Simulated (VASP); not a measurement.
# WAu (F-43m) in VASP: further runs

Runs on WAu. Level: r2SCAN. Tasks: single point.

Everything below comes from runs of VASP 6.6.1. Logs are shortened: lines on timing, memory, paths and dates and some standing lists are left out, and cuts for length are marked.

## Step 1: The cell of the first run

The structure is cubic, space group F-43m (No. 216). Conventional cell: a = 5.654 Å, b = 5.654 Å, c = 5.654 Å, α = 90.00°, β = 90.00°, γ = 90.00°. W (site symmetry -43m) has 4 Au at 2.45 Å within 3.2 Å. Within 3.2 Å of Au (site symmetry -43m) lie 4 W at 2.45 Å.

## Step 2: Single point, r2SCAN

The input, POSCAR:

```
WAu
1.0
    0.0000000000      2.8268944469      2.8268944469
    2.8268944469      0.0000000000      2.8268944469
    2.8268944469      2.8268944469      0.0000000000
W Au
1 1
Direct
    0.0000000000      0.0000000000      0.0000000000
    0.7500000000      0.7500000000      0.7500000000
```

The input, INCAR.step1:

```
PREC = Accurate ; ENCUT = 520
ISMEAR = -1 ; SIGMA = 0.05
LREAL = False ; LASPH = True
NELM = 80 ; NBANDS = 20
GGA = PE ; ALGO = Normal
EDIFF = 1E-4 ; LWAVE = True
LCHARG = False
```

The input, INCAR.step2:

```
PREC = Accurate ; ENCUT = 520
EDIFF = 1E-6 ; ISMEAR = -1
SIGMA = 0.05 ; LREAL = False
LASPH = True ; NELM = 80
ALGO = Normal ; ISIF = 2
LWAVE = False ; LCHARG = False
METAGGA = R2SCAN ; LMIXTAU = True
NBANDS = 20 ; ISTART = 1
```

The input, KPOINTS:

```
regular mesh
0
Gamma
  8 8 8
```

Potentials or basis: VASP PAW PBE potentials, release 64 (W_sv, Au).

On the command line:

```sh
$ cat potpaw_PBE.64/W_sv/POTCAR potpaw_PBE.64/Au/POTCAR > POTCAR
$ cp INCAR.step1 INCAR
$ mpirun -np 1 vasp_std > vasp.out
$ cp INCAR.step2 INCAR
$ mpirun -np 1 vasp_std > vasp.out
```

OUTCAR:

```text
PREC = Accurate
   ENCUT = 520
   EDIFF = 1E-6
   ISMEAR = -1
   LREAL = False
   LASPH = True
   NELM = 80
   ISIF = 2
   METAGGA = R2SCAN
   ISTART = 1

 ion  position               nearest neighbor table
   1  0.000  0.000  0.000-   2 2.45   2 2.45   2 2.45   2 2.45
   2  0.750  0.750  0.750-   1 2.45   1 2.45   1 2.45   1 2.45

  LATTYP: Found a face centered cubic cell.
 ALAT       =     5.6537888938

  Lattice vectors:

 A1 = (   0.0000000000,   2.8268944469,   2.8268944469)
 A2 = (   2.8268944469,   0.0000000000,   2.8268944469)
 A3 = (   2.8268944469,   2.8268944469,   0.0000000000)

Analysis of symmetry for initial positions (statically):
=====================================================================
 Subroutine PRICEL returns:
 Original cell was already a primitive cell.

 Routine SETGRP: Setting up the symmetry group for a
 face centered cubic supercell.

 Subroutine GETGRP returns: Found 24 space group operations
 (whereof 24 operations were pure point group operations)
 out of a pool of 48 trial point group operations.

The static configuration has the point symmetry T_d .

Analysis of symmetry for dynamics (positions and initial velocities):
=====================================================================
 Subroutine PRICEL returns:
 Original cell was already a primitive cell.

 Routine SETGRP: Setting up the symmetry group for a
 face centered cubic supercell.

 Subroutine GETGRP returns: Found 24 space group operations
 (whereof 24 operations were pure point group operations)
 out of a pool of 48 trial point group operations.

The dynamic configuration has the point symmetry T_d .

 Subroutine INISYM returns: Found 24 space group operations
 (whereof 24 operations are pure point group operations),
 and found     1 'primitive' translations

----------------------------------------------------------------------------------------

                                     Primitive cell

  volume of cell :      45.1813

  direct lattice vectors                    reciprocal lattice vectors
     0.000000000  2.826894447  2.826894447    -0.176872540  0.176872540  0.176872540
     2.826894447  0.000000000  2.826894447     0.176872540 -0.176872540  0.176872540
     2.826894447  2.826894447  0.000000000     0.176872540  0.176872540 -0.176872540

  length of vectors
     3.997832466  3.997832466  3.997832466     0.306352225  0.306352225  0.306352225

  position of ions in fractional coordinates (direct lattice)
     0.000000000  0.000000000  0.000000000
     0.750000000  0.750000000  0.750000000

  ion indices of the primitive-cell ions
   primitive index   ion index
                 1           1
                 2           2

----------------------------------------------------------------------------------------

 KPOINTS: regular mesh

Automatic generation of k-mesh.
 Grid dimensions read from file:
 generate k-points for:    8    8    8

 Generating k-lattice:

  Cartesian coordinates                     Fractional coordinates (reciprocal lattice)
    -0.022109067  0.022109067  0.022109067     0.125000000  0.000000000  0.000000000
     0.022109067 -0.022109067  0.022109067     0.000000000  0.125000000  0.000000000
     0.022109067  0.022109067 -0.022109067     0.000000000  0.000000000  0.125000000

  Length of vectors
     0.038294028  0.038294028  0.038294028

  Shift w.r.t. Gamma in fractional coordinates (k-lattice)
     0.000000000  0.000000000  0.000000000

 Subroutine IBZKPT returns following result:
 ===========================================

 Found     29 irreducible k-points:

 Following reciprocal coordinates:
            Coordinates               Weight
  0.000000  0.000000  0.000000      1.000000
  0.125000  0.000000  0.000000      8.000000
  0.250000  0.000000  0.000000      8.000000
  0.375000  0.000000  0.000000      8.000000
  0.500000  0.000000  0.000000      4.000000
  0.125000  0.125000  0.000000      6.000000
[... 16 lines left out ...]
  0.500000  0.250000  0.125000     48.000000
 -0.375000  0.250000  0.125000     24.000000
 [... further k-points ...]
   k-points           NKPTS =     29   k-points in BZ     NKDIM =     29   number of bands    NBANDS=     20
   number of dos      NEDOS =    301   number of ions     NIONS =      2
   total plane-waves  NPLWV =  27000
   dimension x,y,z NGX =    30 NGY =   30 NGZ =   30
   dimension x,y,z NGXF=    60 NGYF=   60 NGZF=   60
   ions per type =               1   1
   NGX,Y,Z   is equivalent  to a cutoff of  12.48, 12.48, 12.48 a.u.
   NGXF,Y,Z  is equivalent  to a cutoff of  24.95, 24.95, 24.95 a.u.
 SYSTEM =  unknown system
   PREC   = accura    normal or accurate (medium, high low for compatibility)
   ISTART =      1    job   : 0-new  1-cont  2-samecut
   ICHARG =      0    charge: 1-file 2-atom 10-const
   ISPIN  =      1    spin polarized calculation?
   LNONCOLLINEAR =      F non collinear calculations
   LSORBIT =      F    spin-orbit coupling
   LASPH  =      T    aspherical Exc in radial PAW
   ENCUT  =  520.0 eV  38.22 Ry    6.18 a.u.   7.43  7.43  7.43*2*pi/ulx,y,z
   NELM   =     80;   NELMIN=  2; NELMDL=  0     # of ELM steps
   EDIFF  = 0.1E-05   stopping-criterion for ELM
   LREAL  =      F    real-space projection
   EDIFFG = 0.1E-04   stopping-criterion for IOM
   NSW    =      0    number of steps for IOM
   IBRION =     -1    ionic relax: 0-MD 1-quasi-New 2-CG
   NFREE  =      0    steps in history (QN), initial steepest desc. (CG)
   ISIF   =      2    stress and relaxation
   ISYM   =      2    0-nonsym 1-usesym 2-fastsym
   POTIM  = 0.5000    time-step for ionic-motion
   TEBEG  =    0.0;   TEEND  =   0.0 temperature during run
   PSTRESS=    0.0 pullay stress
   NELECT =      25.0000    total number of electrons
   NUPDOWN=      -1.0000    fix difference up-down
   EMIN   =  10.00;   EMAX   =-10.00  energy-range for DOS
   EFERMI =   0.00;   METHOD = LEGACY
   ISMEAR =    -1;   SIGMA  =   0.05  broadening in eV -4-tet -1-fermi 0-gaus
   EFERMI_NEDOS =   21; number of points for ismear=-14 and -15
   IALGO  =     38    algorithm
   IMIX   =      4    mixing-type and parameters
     AMIX     =   0.40;   BMIX     =  1.00
     AMIX_MAG =   1.60;   BMIX_MAG =  1.00
  volume/ion in A,a.u.               =      22.59       152.45
  Fermi-wavevector in a.u.,A,eV,Ry     =   1.344008  2.539807 24.576992  1.806358
  Thomas-Fermi vector in A             =   2.472036
   LORBIT       =      0    0 simple, 1 ext, 2 COOP (PROOUT), +10 PAW based schemes
   METAGGA = R2SCAN    functional components
   LHFCALC =     F    Hartree Fock is set to
   AEXX    =    0.0000 exact exchange contribution
   IVDW    =     0    specifies the selected vdW correction
   LEPSILON=     F    determine dielectric tensor
   LRPA    =     F    only Hartree local field effects (RPA)
 non-spin polarized calculation
  energy-cutoff  :      520.00
  volume of cell :       45.18
 maximum number of plane-waves:      1243
 NGX is ok and might be reduce to    30
   NGX = 15   NGY = 15   NGZ = 15

 number of electron      25.0000000 magnetization

 Free energy of the ion-electron system (eV)
  ---------------------------------------------------
  ext. energy  EPLUGINS =         0.00000000
  ---------------------------------------------------
  free energy    TOTEN  =       -97.81751297 eV

  energy without entropy =      -97.80017543  energy(sigma->0) =      -97.80884420

 E-fermi :   6.4611     XC(G=0): -11.9161

 val. band max:        6.4319210059   @ k =  -0.3750   0.2500   0.1250
 cond. band min:       6.4978425266   @ k =   0.3750   0.2500   0.0000
 fundamental gap:      0.0659215208
 Fermi energy:         6.4611042097

 k-point     1 :       0.0000    0.0000    0.0000
  band No.  band energies     occupation
      1     -69.6917      2.00000
      2     -33.2888      2.00000
      3     -33.2888      2.00000
      4     -33.2888      2.00000
      5      -1.8852      2.00000
      6      -0.0446      2.00000
[... 12 lines left out ...]
     19      18.5336      0.00000
     20      18.7075      0.00000

 k-point     2 :       0.1250    0.0000    0.0000
  band No.  band energies     occupation
      1     -69.6914      2.00000
      2     -33.2918      2.00000
      3     -33.2885      2.00000
      4     -33.2885      2.00000
      5      -1.6225      2.00000
      6      -0.1436      2.00000
[... 12 lines left out ...]
     19      18.2550      0.00000
     20      18.5365      0.00000

 k-point     3 :       0.2500    0.0000    0.0000
  band No.  band energies     occupation
      1     -69.6908      2.00000
      2     -33.2991      2.00000
      3     -33.2878      2.00000
      4     -33.2878      2.00000
      5      -0.9690      2.00000
      6      -0.1888      2.00000
[... 12 lines left out ...]
     19      16.8828      0.00000
     20      19.1779      0.00000

 k-point     4 :       0.3750    0.0000    0.0000
  band No.  band energies     occupation
      1     -69.6901      2.00000
      2     -33.3063      2.00000
      3     -33.2871      2.00000
      4     -33.2871      2.00000
      5      -0.5244      2.00000
      6      -0.0952      2.00000
[... 12 lines left out ...]
     19      15.8312      0.00000
     20      20.1790      0.00000

 k-point     5 :       0.5000    0.0000    0.0000
  band No.  band energies     occupation
      1     -69.6898      2.00000
      2     -33.3092      2.00000
      3     -33.2869      2.00000
      4     -33.2869      2.00000
      5      -0.4739      2.00000
      6       0.0463      2.00000
[... 12 lines left out ...]
     19      15.7138      0.00000
     20      20.3786      0.00000
[... 353 lines left out ...]
      6      -0.2998      2.00000
[... 12 lines left out ...]
     19      16.9296      0.00000
     20      17.5243      0.00000

 k-point    22 :       0.3750    0.2500    0.1250
  band No.  band energies     occupation
      1     -69.6903      2.00000
      2     -33.3031      2.00000
      3     -33.2888      2.00000
      4     -33.2872      2.00000
      5      -0.5665      2.00000
      6      -0.3680      2.00000
[... 12 lines left out ...]
     19      17.1962      0.00000
     20      18.3182      0.00000

 k-point    23 :       0.5000    0.2500    0.1250
  band No.  band energies     occupation
      1     -69.6897      2.00000
      2     -33.3064      2.00000
      3     -33.2907      2.00000
      4     -33.2866      2.00000
      5      -0.4502      2.00000
      6      -0.3348      2.00000
[... 12 lines left out ...]
     19      17.2206      0.00000
     20      19.7897      0.00000

 k-point    24 :      -0.3750    0.2500    0.1250
  band No.  band energies     occupation
      1     -69.6895      2.00000
      2     -33.3075      2.00000
      3     -33.2917      2.00000
      4     -33.2864      2.00000
      5      -0.4666      2.00000
      6      -0.2821      2.00000
[... 12 lines left out ...]
     19      17.1602      0.00000
     20      20.6268      0.00000

 [... further k-points ...]

------------------------ aborting loop because EDIFF is reached ----------------------------------------

  FORCE on cell =-STRESS in cart. coord.  units (eV):
  Direction    XX          YY          ZZ          XY          YZ          ZX
  --------------------------------------------------------------------------------------
  -------------------------------------------------------------------------------------
  Total        2.9887263      2.9887263      2.9887263      0.0000000      0.0000000      0.0000000
  in kB      105.9834270    105.9834270    105.9834270      0.0000000      0.0000000      0.0000000
  external PRESSURE =     105.9834270 kB  Pullay stress =       0.0000000 kB

 VOLUME and BASIS-vectors are now :
 -----------------------------------------------------------------------------
  energy-cutoff  :      520.00
  volume of cell :       45.18
      direct lattice vectors                 reciprocal lattice vectors
     0.000000000  2.826894447  2.826894447    -0.176872540  0.176872540  0.176872540
     2.826894447  0.000000000  2.826894447     0.176872540 -0.176872540  0.176872540
     2.826894447  2.826894447  0.000000000     0.176872540  0.176872540 -0.176872540

 POSITION                                       TOTAL-FORCE (eV/Angst)
 -----------------------------------------------------------------------------------
      0.00000      0.00000      0.00000        -0.000000     -0.000000     -0.000000
      4.24034      4.24034      4.24034         0.000000      0.000000      0.000000
 -----------------------------------------------------------------------------------
    total drift:                                0.000001      0.000001      0.000001

  FREE ENERGIE OF THE ION-ELECTRON SYSTEM (eV)
  ---------------------------------------------------
  free  energy   TOTEN  =       -97.8175129696 eV

  energy  without entropy=      -97.8001754347  energy(sigma->0) =      -97.80884420
```

Run time: 1.7 min. Hardware: 1 thread of Intel Xeon Platinum 8488C (Sapphire Rapids), shared host; peak memory 0.18 GiB.

What came out:

```yaml
Free_energy: -97.8175 eV
Pressure: 10.6 GPa
Band_gap_on_the_k_mesh: zero (an odd number of electrons rules out a gap without spin polarisation)
```

Levels at points of the mesh, in eV from the Fermi level:
```
           k point  band 11  band 12  band 13  band 14  band 15  band 16
(0.00, 0.00, 0.00)    -0.86    -0.86    -0.86     1.91     1.91     9.43
(0.50, 0.00, 0.00)    -2.07    -0.27    -0.27     1.66     1.66     2.44
(0.50, 0.50, 0.00)    -3.06     0.46     1.53     1.74     1.74     3.38
```

Caveat: the cell stands under pressure; the PAW data sets were made with another functional, which shifts forces and pressure a little; spin-orbit coupling is left out, which moves the levels of the heavy elements.

## Step 3: Single point, r2SCAN

This run uses another cell than the first one, of 23.25 Å³/atom.

The input, POSCAR:

```
WAu
1.0
    0.0000000000      2.8541023747      2.8541023747
    2.8541023747      0.0000000000      2.8541023747
    2.8541023747      2.8541023747      0.0000000000
W Au
1 1
Direct
    0.0000000000      0.0000000000      0.0000000000
    0.7500000000      0.7500000000      0.7500000000
```

The input, INCAR.step1:

```
PREC     = Accurate       # precision mode
ENCUT    = 520            # plane-wave cutoff, eV
ISMEAR   = -1             # smearing method
SIGMA    = 0.05           # smearing width, eV
LREAL    = F              # projectors in reciprocal space
LASPH    = T              # aspherical terms in the spheres
NELM     = 100            # most SCF steps
NBANDS   = 20             # bands
GGA      = PE             # functional
ALGO     = Normal         # electronic algorithm
EDIFF    = 1E-4           # SCF threshold, eV
LWAVE    = T              # write WAVECAR
LCHARG   = F              # write CHGCAR
```

The input, INCAR.step2:

```
PREC     = Accurate       # precision mode
ENCUT    = 520            # plane-wave cutoff, eV
EDIFF    = 1E-6           # SCF threshold, eV
ISMEAR   = -1             # smearing method
SIGMA    = 0.05           # smearing width, eV
LREAL    = F              # projectors in reciprocal space
LASPH    = T              # aspherical terms in the spheres
NELM     = 100            # most SCF steps
ALGO     = Normal         # electronic algorithm
ISIF     = 2              # what is computed and relaxed
LWAVE    = F              # write WAVECAR
LCHARG   = T              # write CHGCAR
METAGGA  = R2SCAN         # meta-GGA
LMIXTAU  = T            
LELF     = T              # ELF
LVHAR    = T            
NBANDS   = 20             # bands
ISTART   = 1
```

KPOINTS is that of step 2.

Potentials or basis: VASP PAW PBE potentials, release 64 (W_sv, Au).

On the command line:

```sh
$ cat potpaw_PBE.64/W_sv/POTCAR potpaw_PBE.64/Au/POTCAR > POTCAR
$ cp INCAR.step1 INCAR
$ mpirun -np 1 vasp_std > vasp.out
$ cp INCAR.step2 INCAR
$ mpirun -np 1 vasp_std > vasp.out
```

Run time: 84 s. Hardware: 1 thread of Intel Xeon Platinum 8488C (Sapphire Rapids), shared host; peak memory 0.18 GiB.

It converged, with:

```yaml
Free_energy: -97.8834 eV
Pressure: 5.5 GPa
Band_gap_on_the_k_mesh: zero (an odd number of electrons rules out a gap without spin polarisation)
```

Levels at points of the mesh, in eV from the Fermi level:
```tsv
k point	band 11	band 12	band 13	band 14	band 15	band 16
(0.00, 0.00, 0.00)	-0.84	-0.84	-0.84	1.81	1.81	9.28
(0.50, 0.00, 0.00)	-2.01	-0.28	-0.28	1.58	1.58	2.33
(0.50, 0.50, 0.00)	-2.98	0.46	1.48	1.65	1.65	3.22
```

Caveat: the cell stands under pressure; the PAW data sets were made with another functional, which shifts forces and pressure a little; spin-orbit coupling is left out, which moves the levels of the heavy elements.

## Step 4: Single point, r2SCAN

This run uses another cell than the first one, of 23.69 Å³/atom.

The input, POSCAR:

```
WAu
1.0
    0.0000000000      2.8718820025      2.8718820025
    2.8718820025      0.0000000000      2.8718820025
    2.8718820025      2.8718820025      0.0000000000
W Au
1 1
Direct
    0.0000000000      0.0000000000      0.0000000000
    0.7500000000      0.7500000000      0.7500000000
```

The input, INCAR.step1:

```
SYSTEM = WAu
PREC = Accurate
ENCUT = 520
ISMEAR = -1
SIGMA = 0.05
LREAL = .FALSE.
LASPH = .TRUE.
NELM = 80
NBANDS = 20
GGA = PE
ALGO = Normal
EDIFF = 1E-4
LWAVE = .TRUE.
LCHARG = .FALSE.
```

The input, INCAR.step2:

```
SYSTEM = WAu
PREC = Accurate
ENCUT = 520
EDIFF = 1E-7
ISMEAR = -1
SIGMA = 0.05
LREAL = .FALSE.
LASPH = .TRUE.
NELM = 80
ALGO = Normal
ISIF = 2
LWAVE = .FALSE.
LCHARG = .FALSE.
METAGGA = R2SCAN
LMIXTAU = .TRUE.
NBANDS = 20
ISTART = 1
```

The input, KPOINTS:

```
regular mesh
0
G
  8 8 8
  0 0 0
```

On the command line:

```sh
$ cat potpaw_PBE.64/W_sv/POTCAR potpaw_PBE.64/Au/POTCAR > POTCAR
$ cp INCAR.step1 INCAR
$ mpirun -np 1 vasp_std > vasp.out
$ cp INCAR.step2 INCAR
$ mpirun -np 1 vasp_std > vasp.out
```

Wall time 1.8 min (1 thread of Intel Xeon Platinum 8488C (Sapphire Rapids), shared host); peak memory 0.19 GiB.

The run converged. Its results:

```
Free energy            : -97.9052 eV
Pressure               : 2.5 GPa
Band gap on the k mesh : zero (an odd number of electrons rules out a gap without spin polarisation)
```

Levels at points of the mesh, in eV from the Fermi level:
| k point | band 9 | band 10 | band 11 | band 12 | band 13 | band 14 | band 15 | band 16 | band 17 | band 18 |
| --- | --- | --- | --- | --- | --- | --- | --- | --- | --- | --- |
| (0.00, 0.00, 0.00) | -6.09 | -6.09 | -0.83 | -0.83 | -0.83 | 1.75 | 1.75 | 9.18 | 11.86 | 11.86 |
| (0.50, 0.00, 0.00) | -6.02 | -5.39 | -1.96 | -0.28 | -0.28 | 1.53 | 1.53 | 2.26 | 8.34 | 8.34 |
| (0.50, 0.50, 0.00) | -5.45 | -4.35 | -2.93 | 0.45 | 1.45 | 1.60 | 1.60 | 3.11 | 3.57 | 3.57 |

Caveat: the PAW data sets were made with another functional, which shifts forces and pressure a little; spin-orbit coupling is left out, which moves the levels of the heavy elements.

## Step 5: The runs side by side

| cell | gap on the mesh (eV) | pressure (GPa) |
| --- | --- | --- |
| a = 3.998 Å, angles 60.0°, 2 atoms | none | 10.6 |
| a = 4.036 Å, angles 60.0°, 2 atoms | none | 5.5 |
| a = 4.061 Å, angles 60.0°, 2 atoms | none | 2.5 |

Alike in all rows: task single point; level r2SCAN; potentials or basis VASP PAW PBE potentials, release 64 (W_sv, Au); no spin polarisation; k mesh 8 × 8 × 8; cutoff (eV) 520; smearing fermi-dirac 0.05 eV.

Caveats: the PAW data sets were made with another functional, which shifts forces and pressure a little; spin-orbit coupling is left out, which moves the levels of the heavy elements; the cell stands under pressure (at least some runs).

Total energies depend on the potentials used, so only differences within one code and one set of settings carry meaning.
